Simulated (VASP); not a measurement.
Crystal: MnS (Rambergite).

```xyz
4
Lattice="3.9760 0.0000 0.0000 -1.9880 3.4433 0.0000 0.0000 0.0000 6.4320" Properties=species:S:1:pos:R:3 pbc="T T T"
Mn    0.0000    2.2955    0.0000
Mn    1.9880    1.1478    3.2160
S     0.0000    2.2955    2.4763
S     1.9880    1.1478    5.6923
```

Base run:

- Program: VASP 6.6.1
- Functional: PBE
- Potentials or basis: VASP PAW PBE potentials, release 64 (Mn_pv, S)
- Cutoff: 520 eV
- k mesh: 8 × 8 × 5
- Occupations: fermi-dirac, width 0.05 eV
- Spin: collinear spin, ferromagnetic start
- Starting moments: [4.5, 4.5, 0.0, 0.0] μB
- Hubbard terms: Mn d U = 4.0 eV

Its results: pressure 5.1 GPa; net moment 10.00 μB per cell; site moments Mn +4.58; S +0.03 μB; largest force 0.228 eV/Å.

**Question.** The run is repeated on the same cell with these changes: hubbard terms from Mn d U = 4.0 eV to none. What comes out?

**Answer.** Pressure 1.3 GPa; net moment 9.92 μB per cell; site moments Mn +4.35; S +0.10 μB; largest force 0.187 eV/Å.

Caveats: only a ferromagnetic start was run, and an antiferromagnetic order may lie lower in energy.
